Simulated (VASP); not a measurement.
A run of VASP 6.6.1 is set up as follows.

INCAR

```
SYSTEM = TiC
  ALGO = Normal
  EDIFF = 1E-7
  EDIFFG = -0.002
  ENCUT = 600
  GGA = PS
  GGA_COMPAT = .FALSE.
  IBRION = 2
  ISIF = 3
  ISMEAR = -1
  LASPH = .TRUE.
  LCHARG = .FALSE.
  LREAL = .FALSE.
  LWAVE = .FALSE.
  NELM = 120
  NELMIN = 4
  NSW = 100
  PREC = Accurate
  SIGMA = 0.05
```

The input KPOINTS:

```
k-points
0
G
  18 18 18
  0 0 0
```

The input POSCAR:

```
TiC
1.0
    0.0000000000      2.1593000000      2.1593000000
    2.1593000000      0.0000000000      2.1593000000
    2.1593000000      2.1593000000      0.0000000000
Ti C
1 1
Direct
    0.0000000000      0.0000000000      0.0000000000
    0.5000000000      0.5000000000      0.5000000000
```

Potentials or basis: VASP PAW PBE potentials, release 64 (Ti_sv, C).

Run with:

```sh
$ cat potpaw_PBE.64/Ti_sv/POTCAR potpaw_PBE.64/C/POTCAR > POTCAR
$ mpirun -np 1 vasp_std > vasp.out
```

Predict the space group after relaxing (to 0.1 Å).

Fm-3m (No. 225).

Predict the relaxed cell.

a = 3.036 Å, b = 3.036 Å, c = 3.036 Å, α = 60.00°, β = 60.00°, γ = 60.00°.

Estimate the band gap on the k mesh.

zero (bands 8 and 9 overlap by 1.08 eV).

What does it give for the relaxed volume?

9.90 Å³/atom.

The path:
```tsv
step	energy change (eV)	largest force (eV/Å)	pressure (GPa)	volume (Å³)
1	0.0000	0.0000	-4.38	20.14
2	0.0041	0.0000	6.39	19.34
3	-0.0047	0.0000	-0.02	19.80
```

Caveat: the PAW data sets were made with another functional, which shifts forces and pressure a little.
